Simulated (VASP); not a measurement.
# InAs (F-43m) in VASP: a series of runs

Aim: see how the results for InAs move with the level of theory and the settings. Levels: BLYP, PBE. Tasks: single point.

Program: VASP 6.6.1. These are calculated values, not measurements. Logs are shortened: lines on timing, memory, paths and dates and some standing lists are left out, and cuts for length are marked.

## (1) The cell of the first run

The structure is cubic, space group F-43m (No. 216). The conventional cell has a = 6.036 Å, b = 6.036 Å, c = 6.036 Å, α = 90.00°, β = 90.00°, γ = 90.00°. Within 3.4 Å of In (site symmetry -43m) lie 4 As at 2.61 Å. As (site symmetry -43m) has 4 In at 2.61 Å within 3.4 Å.

## (2) Single point, BLYP

Input file INCAR:

```
SYSTEM = InAs
  AGGAC = 1.0
  AGGAX = 1.0
  ALDAC = 0.0
  ALDAX = 1.0
  ALGO = Normal
  EDIFF = 1E-6
  ENCUT = 520
  GGA = B5
  ISIF = 2
  ISMEAR = -1
  LASPH = .TRUE.
  LCHARG = .FALSE.
  LREAL = .FALSE.
  LWAVE = .FALSE.
  NBANDS = 16
  NELM = 100
  PREC = Accurate
  SIGMA = 0.05
```

Input file KPOINTS:

```
k-points
0
G
  8 8 8
  0 0 0
```

Input file POSCAR:

```
InAs
1.0
    0.0000000000      3.0180000000      3.0180000000
    3.0180000000      0.0000000000      3.0180000000
    3.0180000000      3.0180000000      0.0000000000
In As
1 1
Direct
    0.0000000000      0.0000000000      0.0000000000
    0.7500000000      0.7500000000      0.7500000000
```

Potentials or basis: VASP PAW PBE potentials, release 64 (In_d, As).

Command:

```
> cat potpaw_PBE.64/In_d/POTCAR potpaw_PBE.64/As/POTCAR > POTCAR
> mpirun -np 1 vasp_std > vasp.out
```

OUTCAR:

```text
SYSTEM = InAs
   EDIFF = 1E-6
   ENCUT = 520
   GGA = B5
   ISIF = 2
   ISMEAR = -1
   LASPH = .TRUE.
   LREAL = .FALSE.
   NELM = 100
   PREC = Accurate

 ion  position               nearest neighbor table
   1  0.000  0.000  0.000-   2 2.61   2 2.61   2 2.61   2 2.61
   2  0.750  0.750  0.750-   1 2.61   1 2.61   1 2.61   1 2.61

  LATTYP: Found a face centered cubic cell.
 ALAT       =     6.0360000000

  Lattice vectors:

 A1 = (   0.0000000000,   3.0180000000,   3.0180000000)
 A2 = (   3.0180000000,   0.0000000000,   3.0180000000)
 A3 = (   3.0180000000,   3.0180000000,   0.0000000000)

Analysis of symmetry for initial positions (statically):
=====================================================================
 Subroutine PRICEL returns:
 Original cell was already a primitive cell.

 Routine SETGRP: Setting up the symmetry group for a
 face centered cubic supercell.

 Subroutine GETGRP returns: Found 24 space group operations
 (whereof 24 operations were pure point group operations)
 out of a pool of 48 trial point group operations.

The static configuration has the point symmetry T_d .

Analysis of symmetry for dynamics (positions and initial velocities):
=====================================================================
 Subroutine PRICEL returns:
 Original cell was already a primitive cell.

 Routine SETGRP: Setting up the symmetry group for a
 face centered cubic supercell.

 Subroutine GETGRP returns: Found 24 space group operations
 (whereof 24 operations were pure point group operations)
 out of a pool of 48 trial point group operations.

The dynamic configuration has the point symmetry T_d .

 Subroutine INISYM returns: Found 24 space group operations
 (whereof 24 operations are pure point group operations),
 and found     1 'primitive' translations

----------------------------------------------------------------------------------------

                                     Primitive cell

  volume of cell :      54.9778

  direct lattice vectors                    reciprocal lattice vectors
     0.000000000  3.018000000  3.018000000    -0.165672631  0.165672631  0.165672631
     3.018000000  0.000000000  3.018000000     0.165672631 -0.165672631  0.165672631
     3.018000000  3.018000000  0.000000000     0.165672631  0.165672631 -0.165672631

  length of vectors
     4.268096531  4.268096531  4.268096531     0.286953414  0.286953414  0.286953414

[... 73 lines left out ...]
   ICHARG =      2    charge: 1-file 2-atom 10-const
   ISPIN  =      1    spin polarized calculation?
   LNONCOLLINEAR =      F non collinear calculations
   LSORBIT =      F    spin-orbit coupling
   LASPH  =      T    aspherical Exc in radial PAW
   ENCUT  =  520.0 eV  38.22 Ry    6.18 a.u.   7.94  7.94  7.94*2*pi/ulx,y,z
   NELM   =    100;   NELMIN=  2; NELMDL= -5     # of ELM steps
   EDIFF  = 0.1E-05   stopping-criterion for ELM
   LREAL  =      F    real-space projection
   EDIFFG = 0.1E-04   stopping-criterion for IOM
   NSW    =      0    number of steps for IOM
   IBRION =     -1    ionic relax: 0-MD 1-quasi-New 2-CG
   NFREE  =      0    steps in history (QN), initial steepest desc. (CG)
   ISIF   =      2    stress and relaxation
   ISYM   =      2    0-nonsym 1-usesym 2-fastsym
   POTIM  = 0.5000    time-step for ionic-motion
   TEBEG  =    0.0;   TEEND  =   0.0 temperature during run
   PSTRESS=    0.0 pullay stress
   NELECT =      18.0000    total number of electrons
   NUPDOWN=      -1.0000    fix difference up-down
   EMIN   =  10.00;   EMAX   =-10.00  energy-range for DOS
   EFERMI =   0.00;   METHOD = LEGACY
   ISMEAR =    -1;   SIGMA  =   0.05  broadening in eV -4-tet -1-fermi 0-gaus
   EFERMI_NEDOS =   21; number of points for ismear=-14 and -15
   IALGO  =     38    algorithm
   IMIX   =      4    mixing-type and parameters
     AMIX     =   0.40;   BMIX     =  1.00
     AMIX_MAG =   1.60;   BMIX_MAG =  1.00
  volume/ion in A,a.u.               =      27.49       185.50
  Fermi-wavevector in a.u.,A,eV,Ry     =   1.128331  2.132236 17.321990  1.273130
  Thomas-Fermi vector in A             =   2.265020
   LORBIT       =      0    0 simple, 1 ext, 2 COOP (PROOUT), +10 PAW based schemes
   GGA     = B5    functional components
   LHFCALC =     F    Hartree Fock is set to
   AEXX    =    0.0000 exact exchange contribution
   IVDW    =     0    specifies the selected vdW correction
   LEPSILON=     F    determine dielectric tensor
   LRPA    =     F    only Hartree local field effects (RPA)
 non-spin polarized calculation
  energy-cutoff  :      520.00
  volume of cell :       54.98
 maximum number of plane-waves:      1494
   NGX = 15   NGY = 15   NGZ = 15

 number of electron      17.9999991 magnetization

 Free energy of the ion-electron system (eV)
  ---------------------------------------------------
  ext. energy  EPLUGINS =         0.00000000
  ---------------------------------------------------
  free energy    TOTEN  =        -6.36098739 eV

  energy without entropy =       -6.36044518  energy(sigma->0) =       -6.36071629

 E-fermi :   5.0424     XC(G=0):  -8.5489

 val. band max:        4.9947335304   @ k =   0.0000   0.0000   0.0000
 cond. band min:       5.9457158876   @ k =   0.5000   0.0000   0.0000
 fundamental gap:      0.9509823571
 Fermi energy:         5.0424218124

 k-point     1 :       0.0000    0.0000    0.0000
  band No.  band energies     occupation
      1      -9.4519      2.00000
      2      -9.4519      2.00000
      3      -9.4519      2.00000
      4      -9.3217      2.00000
      5      -9.3217      2.00000
      6      -6.9270      2.00000
[... 433 lines left out ...]
      3      -9.3973      2.00000
      4      -9.3270      2.00000
      5      -9.3143      2.00000
      6      -5.1954      2.00000
[... 8 lines left out ...]
     15      15.6030      0.00000
     16      16.2673      0.00000

 [... further k-points ...]
[... 5 lines left out ...]
  --------------------------------------------------------------------------------------
  -------------------------------------------------------------------------------------
  Total        2.6244263      2.6244263      2.6244263      0.0000000      0.0000000     -0.0000000
  in kB       76.4816509     76.4816509     76.4816509      0.0000000      0.0000000     -0.0000000
  external PRESSURE =      76.4816509 kB  Pullay stress =       0.0000000 kB

 VOLUME and BASIS-vectors are now :
 -----------------------------------------------------------------------------
  energy-cutoff  :      520.00
  volume of cell :       54.98
      direct lattice vectors                 reciprocal lattice vectors
     0.000000000  3.018000000  3.018000000    -0.165672631  0.165672631  0.165672631
     3.018000000  0.000000000  3.018000000     0.165672631 -0.165672631  0.165672631
     3.018000000  3.018000000  0.000000000     0.165672631  0.165672631 -0.165672631

 POSITION                                       TOTAL-FORCE (eV/Angst)
 -----------------------------------------------------------------------------------
      0.00000      0.00000      0.00000        -0.000000     -0.000000     -0.000000
      4.52700      4.52700      4.52700         0.000000      0.000000      0.000000
 -----------------------------------------------------------------------------------
    total drift:                                0.000000      0.000000      0.000000

  FREE ENERGIE OF THE ION-ELECTRON SYSTEM (eV)
  ---------------------------------------------------
  free  energy   TOTEN  =        -6.3609873926 eV

  energy  without entropy=       -6.3604451797  energy(sigma->0) =       -6.36071629
```

OSZICAR:

```text
N       E                     dE             d eps       ncg     rms          rms(c)
DAV:   1     0.116929163733E+03    0.11693E+03   -0.83039E+03   928   0.122E+03
DAV:   2     0.151333209856E+01   -0.11542E+03   -0.11049E+03  1032   0.301E+02
DAV:   3    -0.651721331261E+01   -0.80305E+01   -0.79940E+01  1168   0.779E+01
DAV:   4    -0.673230089131E+01   -0.21509E+00   -0.21501E+00  1192   0.137E+01
DAV:   5    -0.674174544065E+01   -0.94445E-02   -0.94444E-02  1328   0.250E+00    0.471E+00
DAV:   6    -0.639226477186E+01    0.34948E+00   -0.54424E-01  1456   0.127E+01    0.253E+00
DAV:   7    -0.636081605636E+01    0.31449E-01   -0.14583E-01  1240   0.331E+00    0.700E-01
DAV:   8    -0.636050839044E+01    0.30767E-03   -0.15307E-02  1136   0.138E+00    0.301E-01
DAV:   9    -0.636090227962E+01   -0.39389E-03   -0.13416E-03  1216   0.317E-01    0.199E-01
DAV:  10    -0.636097644249E+01   -0.74163E-04   -0.15229E-04  1248   0.189E-01    0.815E-02
DAV:  11    -0.636098724949E+01   -0.10807E-04   -0.51128E-05  1112   0.126E-01    0.468E-02
DAV:  12    -0.636098739263E+01   -0.14314E-06   -0.39282E-06  1104   0.199E-02
   1 F= -.63609874E+01 E0= -.63607163E+01  d E =-.542213E-03
```

Run time: 30 s. Hardware: 1 thread of Intel Xeon Platinum 8375C at 2.90GHz (Ice Lake), shared host; peak memory 0.18 GiB.

Results:

| Item | Value |
| --- | --- |
| Free energy | -6.3610 eV |
| Pressure | 7.6 GPa |
| Band gap on the k mesh | zero (filled and empty bands touch) |

Levels at points of the mesh, in eV from the Fermi level:
```tsv
k point	band 5	band 6	band 7	band 8	band 9	band 10	band 11	band 12	band 13	band 14
(0.00, 0.00, 0.00)	-14.36	-11.97	-0.31	-0.05	-0.05	-0.05	3.87	3.87	3.87	7.69
(0.50, 0.00, 0.00)	-14.36	-10.50	-5.83	-1.04	-1.04	0.90	4.68	4.68	6.99	9.13
(0.50, 0.50, 0.00)	-14.34	-9.96	-5.93	-2.37	-2.37	1.62	2.08	9.19	9.19	9.22
```

Caveat: the PAW data sets were made with another functional, which shifts forces and pressure a little; spin-orbit coupling is left out, which moves the levels of the heavy elements.

## (3) Single point, PBE

Input file INCAR:

```
PREC = Accurate ; ENCUT = 520
EDIFF = 1E-7 ; ISMEAR = 0
SIGMA = 0.1 ; LREAL = F
LASPH = T ; NELM = 60
ALGO = Normal ; ISIF = 2
LWAVE = F ; LCHARG = F
GGA = PE ; NBANDS = 16
```

Input file KPOINTS:

```
regular mesh
0
Gamma
  8 8 8
```

POSCAR is that of step 2.

Potentials or basis: VASP PAW PBE potentials, release 64 (In_d, As).

Command:

```
> cat potpaw_PBE.64/In_d/POTCAR potpaw_PBE.64/As/POTCAR > POTCAR
> mpirun -np 1 vasp_std > vasp.out
```

OUTCAR:

```text
PREC = Accurate
   ENCUT = 520
   EDIFF = 1E-7
   ISMEAR = 0
   LREAL = F
   LASPH = T
   NELM = 60
   ISIF = 2
   GGA = PE

 ion  position               nearest neighbor table
   1  0.000  0.000  0.000-   2 2.61   2 2.61   2 2.61   2 2.61
   2  0.750  0.750  0.750-   1 2.61   1 2.61   1 2.61   1 2.61

  LATTYP: Found a face centered cubic cell.
 ALAT       =     6.0360000000

  Lattice vectors:

 A1 = (   0.0000000000,   3.0180000000,   3.0180000000)
 A2 = (   3.0180000000,   0.0000000000,   3.0180000000)
 A3 = (   3.0180000000,   3.0180000000,   0.0000000000)

Analysis of symmetry for initial positions (statically):
=====================================================================
 Subroutine PRICEL returns:
 Original cell was already a primitive cell.

 Routine SETGRP: Setting up the symmetry group for a
 face centered cubic supercell.

 Subroutine GETGRP returns: Found 24 space group operations
 (whereof 24 operations were pure point group operations)
 out of a pool of 48 trial point group operations.

The static configuration has the point symmetry T_d .

Analysis of symmetry for dynamics (positions and initial velocities):
=====================================================================
 Subroutine PRICEL returns:
 Original cell was already a primitive cell.

 Routine SETGRP: Setting up the symmetry group for a
 face centered cubic supercell.

 Subroutine GETGRP returns: Found 24 space group operations
 (whereof 24 operations were pure point group operations)
 out of a pool of 48 trial point group operations.

The dynamic configuration has the point symmetry T_d .

 Subroutine INISYM returns: Found 24 space group operations
 (whereof 24 operations are pure point group operations),
 and found     1 'primitive' translations

[... 104 lines left out ...]
   PSTRESS=    0.0 pullay stress
   NELECT =      18.0000    total number of electrons
   NUPDOWN=      -1.0000    fix difference up-down
   EMIN   =  10.00;   EMAX   =-10.00  energy-range for DOS
   EFERMI =   0.00;   METHOD = LEGACY
   ISMEAR =     0;   SIGMA  =   0.10  broadening in eV -4-tet -1-fermi 0-gaus
   EFERMI_NEDOS =   21; number of points for ismear=-14 and -15
   IALGO  =     38    algorithm
   IMIX   =      4    mixing-type and parameters
     AMIX     =   0.40;   BMIX     =  1.00
     AMIX_MAG =   1.60;   BMIX_MAG =  1.00
  volume/ion in A,a.u.               =      27.49       185.50
  Fermi-wavevector in a.u.,A,eV,Ry     =   1.128331  2.132236 17.321990  1.273130
  Thomas-Fermi vector in A             =   2.265020
   LORBIT       =      0    0 simple, 1 ext, 2 COOP (PROOUT), +10 PAW based schemes
   GGA     = PE    functional components
   LHFCALC =     F    Hartree Fock is set to
   AEXX    =    0.0000 exact exchange contribution
   IVDW    =     0    specifies the selected vdW correction
   LEPSILON=     F    determine dielectric tensor
   LRPA    =     F    only Hartree local field effects (RPA)
 non-spin polarized calculation
 Gauss-broadening in eV      SIGMA  =   0.10
  energy-cutoff  :      520.00
  volume of cell :       54.98
 maximum number of plane-waves:      1494
   NGX = 15   NGY = 15   NGZ = 15

 number of electron      17.9999991 magnetization

 Free energy of the ion-electron system (eV)
  ---------------------------------------------------
  ext. energy  EPLUGINS =         0.00000000
  ---------------------------------------------------
  free energy    TOTEN  =        -7.66151533 eV

  energy without entropy =       -7.66120206  energy(sigma->0) =       -7.66135870

 E-fermi :   4.5955     XC(G=0):  -9.1165

 val. band max:        4.5641472325   @ k =   0.0000   0.0000   0.0000
 cond. band min:       5.5326488117   @ k =   0.5000   0.0000   0.0000
 fundamental gap:      0.9685015792
 Fermi energy:         4.5955476591

 k-point     1 :       0.0000    0.0000    0.0000
  band No.  band energies     occupation
      1      -9.8397      2.00000
      2      -9.8397      2.00000
      3      -9.8397      2.00000
      4      -9.7116      2.00000
      5      -9.7116      2.00000
      6      -7.3326      2.00000
[... 433 lines left out ...]
      3      -9.7850      2.00000
      4      -9.7168      2.00000
      5      -9.7040      2.00000
      6      -5.5765      2.00000
[... 8 lines left out ...]
     15      14.9915      0.00000
     16      15.7168      0.00000

 [... further k-points ...]
[... 5 lines left out ...]
  --------------------------------------------------------------------------------------
  -------------------------------------------------------------------------------------
  Total        1.4979588      1.4979588      1.4979588      0.0000000      0.0000000     -0.0000000
  in kB       43.6538687     43.6538687     43.6538687      0.0000000      0.0000000     -0.0000000
  external PRESSURE =      43.6538687 kB  Pullay stress =       0.0000000 kB

 VOLUME and BASIS-vectors are now :
 -----------------------------------------------------------------------------
  energy-cutoff  :      520.00
  volume of cell :       54.98
      direct lattice vectors                 reciprocal lattice vectors
     0.000000000  3.018000000  3.018000000    -0.165672631  0.165672631  0.165672631
     3.018000000  0.000000000  3.018000000     0.165672631 -0.165672631  0.165672631
     3.018000000  3.018000000  0.000000000     0.165672631  0.165672631 -0.165672631

 POSITION                                       TOTAL-FORCE (eV/Angst)
 -----------------------------------------------------------------------------------
      0.00000      0.00000      0.00000        -0.000000     -0.000000     -0.000000
      4.52700      4.52700      4.52700         0.000000      0.000000      0.000000
 -----------------------------------------------------------------------------------
    total drift:                                0.000000      0.000000      0.000000

  FREE ENERGIE OF THE ION-ELECTRON SYSTEM (eV)
  ---------------------------------------------------
  free  energy   TOTEN  =        -7.6615153326 eV

  energy  without entropy=       -7.6612020639  energy(sigma->0) =       -7.66135870
```

OSZICAR:

```text
N       E                     dE             d eps       ncg     rms          rms(c)
DAV:   1     0.114137767008E+03    0.11414E+03   -0.83030E+03   928   0.122E+03
DAV:   2     0.304387467991E-01   -0.11411E+03   -0.10920E+03  1032   0.300E+02
DAV:   3    -0.772755213250E+01   -0.77580E+01   -0.77227E+01  1160   0.763E+01
DAV:   4    -0.793158916638E+01   -0.20404E+00   -0.20396E+00  1200   0.134E+01
DAV:   5    -0.794019284408E+01   -0.86037E-02   -0.86036E-02  1344   0.238E+00    0.461E+00
DAV:   6    -0.768540057718E+01    0.25479E+00   -0.37900E-01  1440   0.104E+01    0.257E+00
DAV:   7    -0.765965174230E+01    0.25749E-01   -0.11831E-01  1320   0.306E+00    0.729E-01
DAV:   8    -0.766069558040E+01   -0.10438E-02   -0.13667E-02  1120   0.132E+00    0.206E-01
DAV:   9    -0.766129656754E+01   -0.60099E-03   -0.99794E-04  1184   0.264E-01    0.123E-01
DAV:  10    -0.766146755504E+01   -0.17099E-03   -0.20851E-04  1112   0.209E-01    0.659E-02
DAV:  11    -0.766151469763E+01   -0.47143E-04   -0.11555E-04  1080   0.125E-01    0.426E-02
DAV:  12    -0.766151511338E+01   -0.41575E-06   -0.69375E-06  1072   0.313E-02    0.658E-03
DAV:  13    -0.766151536159E+01   -0.24821E-06   -0.20446E-06  1144   0.752E-03    0.299E-03
DAV:  14    -0.766151533261E+01    0.28984E-07   -0.13154E-07  1104   0.337E-03
   1 F= -.76615153E+01 E0= -.76613587E+01  d E =-.313269E-03
```

stdout:

```text
POSCAR found type information on POSCAR InAs
 POSCAR found :  2 types and       2 ions
 scaLAPACK will be used
 LDA part: xc-table for (Slater+PW92), standard interpolation
 POSCAR, INCAR and KPOINTS ok, starting setup
 FFT: planning ... GRIDC
 FFT: planning ... GRID_SOFT
 FFT: planning ... GRID
 WAVECAR not read
 entering main loop
```

Run time: 21 s. Hardware: 1 thread of Intel Xeon Platinum 8375C at 2.90GHz (Ice Lake), shared host; peak memory 0.18 GiB.

What came out:

```
Free energy            : -7.6615 eV
Pressure               : 4.4 GPa
Band gap on the k mesh : zero (filled and empty bands touch)
```

Levels at points of the mesh, in eV from the Fermi level:
```
           k point  band 6  band 7  band 8  band 9  band 10  band 11  band 12  band 13
(0.00, 0.00, 0.00)  -11.93   -0.20   -0.03   -0.03    -0.03     3.88     3.88     3.88
(0.50, 0.00, 0.00)  -10.44   -5.82   -1.03   -1.03     0.94     4.65     4.65     6.83
(0.50, 0.50, 0.00)   -9.89   -5.89   -2.37   -2.37     1.51     2.03     9.19     9.28
```

Caveat: spin-orbit coupling is left out, which moves the levels of the heavy elements.
